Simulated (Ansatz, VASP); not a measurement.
## Two plane-wave programs on IrRh5

```
CELL_PARAMETERS angstrom
4.71527 0.00000 0.00000
-2.35763 4.08354 0.00000
0.00000 0.00000 4.40308
ATOMIC_POSITIONS crystal
Ir 0.00000 0.00000 0.00000
Rh 0.66667 0.33333 0.00000
Rh 0.33333 0.66667 0.00000
Rh 0.33219 0.00000 0.50000
Rh 0.00000 0.33219 0.50000
Rh 0.66781 0.66781 0.50000
```

Alike in both runs: functional PBE; k mesh 6 × 6 × 4; occupations gaussian, width 0.1 eV; no spin polarisation.

Ansatz relaxed the structure, and its values are those at the end. VASP's run is a single point on that final structure, the one shown.

```csv
,VASP,Ansatz
version,VASP 6.6.1,Ansatz 0.2.0
potentials or method,"VASP PAW PBE potentials, release 64 (Ir, Rh_pv), cutoff 520 eV","scalar-relativistic, plane waves, PAW"
valence electrons in the cell,84,102
```

VASP gave:

```
gap on the k mesh at the Fermi level (eV) : none
pressure (GPa)                            : 0.1
rms of the force components (eV/Å)        : 0.000
```

**Question.** Estimate Ansatz's values.

**Answer.** gap on the k mesh at the Fermi level (eV): none; pressure (GPa): 0.0; rms of the force components (eV/Å): 0.004.

A gap of «none» marks a metal or a gap that the smearing closes. VASP's potentials hold 84 valence electrons a cell and Ansatz's 102, so a difference there can come from the potentials and not from the codes.

Spin-orbit coupling is off throughout.
